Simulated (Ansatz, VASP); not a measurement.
# Two plane-wave programs on Os

```
CELL_PARAMETERS angstrom
4.85652 0.00000 0.00000
0.00000 4.85652 0.00000
0.00000 0.00000 4.85652
ATOMIC_POSITIONS crystal
Os 0.50000 0.50000 0.50000
Os 0.00000 0.00000 0.00000
Os 0.25000 0.00000 0.50000
Os 0.50000 0.25000 0.00000
Os 0.50000 0.75000 0.00000
Os 0.75000 0.00000 0.50000
Os 0.00000 0.50000 0.75000
Os 0.00000 0.50000 0.25000
```

Alike in both runs: task single point; functional PBE; k mesh 4 × 4 × 4; occupations gaussian, width 0.1 eV; no spin polarisation.

```csv
,VASP,Ansatz
version,VASP 6.6.1,Ansatz 0.2.0
potentials or method,"VASP PAW PBE potentials, release 64 (Os), cutoff 520 eV","scalar-relativistic, plane waves, PAW"
valence electrons in the cell,64,128
```

Ansatz gave:

| Quantity | Value |
| --- | --- |
| gap on the k mesh at the Fermi level (eV) | none |
| pressure (GPa) | 11.2 |

Estimate VASP's values.

gap on the k mesh at the Fermi level (eV): none; pressure (GPa): 11.4.

A gap of «none» marks a metal or a gap that the smearing closes. VASP's potentials hold 64 valence electrons a cell and Ansatz's 128, so a difference there can come from the potentials and not from the codes.

Neither program's run includes spin-orbit coupling.
